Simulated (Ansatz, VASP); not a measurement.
Two plane-wave programs on Si3N4

```
Si N
1.0
     7.66362    0.00000    0.00000
    -3.83181    6.63689    0.00000
     0.00000    0.00000    2.92644
Si N
6 8
Direct
  0.76891 0.17501 0.25000
  0.59390 0.76891 0.75000
  0.82499 0.59390 0.25000
  0.23109 0.82499 0.75000
  0.40610 0.23109 0.25000
  0.17501 0.40610 0.75000
  0.03083 0.33000 0.25000
  0.70083 0.03083 0.75000
  0.67000 0.70083 0.25000
  0.96917 0.67000 0.75000
  0.29917 0.96917 0.25000
  0.33000 0.29917 0.75000
  0.66667 0.33333 0.25000
  0.33333 0.66667 0.75000
```

Alike in both runs: functional PBE; k mesh 6 × 6 × 8; no spin polarisation.

Ansatz relaxed the structure, and its values are those at the end. VASP's run is a single point on that final structure, the one shown.

```csv
,VASP,Ansatz
version,VASP 6.6.1,Ansatz 0.2.0
potentials or method,"VASP PAW PBE potentials, release 64 (Si, N), cutoff 520 eV","scalar-relativistic, plane waves, PAW"
occupations,"gaussian, width 0.01 eV",fixed
valence electrons in the cell,64,64
```

```csv
,VASP,Ansatz,Ansatz less VASP
gap on the k mesh at the Fermi level (eV),4.26,4.27,+0.011
least direct gap on the mesh (eV),4.44,4.45,+0.011
pressure (GPa),-0.3,0.0,+0.28
```
